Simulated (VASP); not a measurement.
A run of VASP 6.6.1:

INCAR

```
SYSTEM = Au
PREC     = Accurate       ! precision mode
ENCUT    = 520            ! plane-wave cutoff, eV
EDIFF    = 1E-7           ! SCF threshold, eV
ISMEAR   = 0              ! smearing method
SIGMA    = 0.15           ! smearing width, eV
LREAL    = .False.        ! projectors in reciprocal space
LASPH    = .True.         ! aspherical terms in the spheres
NELM     = 100            ! most SCF steps
ALGO     = Normal         ! electronic algorithm
ISIF     = 2              ! what is computed and relaxed
LWAVE    = .False.        ! write WAVECAR
LCHARG   = .False.        ! write CHGCAR
GGA      = PE             ! functional
NBANDS   = 18             ! bands
```

Contents of KPOINTS:

```
regular mesh
0
Gamma
  12 12 8
  0 0 0
```

POSCAR

```
Au
1.0
    2.9169619270      0.0000000000      0.0000000000
   -1.4584809635      2.5261631306      0.0000000000
    0.0000000000      0.0000000000      4.8900308735
Au
2
Direct
    0.3402619192      0.6685118644      0.7708263008
    0.6597380808      0.3314881356      0.2291736992
```

Potentials or basis: VASP PAW PBE potentials, release 64 (Au).

The run is started by

```console
$ cat potpaw_PBE.64/Au/POTCAR > POTCAR
$ mpirun -np 1 vasp_std > vasp.out
```

Hardware: 1 thread of Intel(R) Xeon(R) Platinum 8375C CPU @ 2.90GHz (Ice Lake), with other jobs on the host.

**Question.** Estimate the wall time of this run.

**Answer.** It took 4.4 min on 1 thread of Intel(R) Xeon(R) Platinum 8375C CPU @ 2.90GHz (Ice Lake) (shared host), peak memory 0.4 GiB. Counts: scf iterations 13, k points 580.
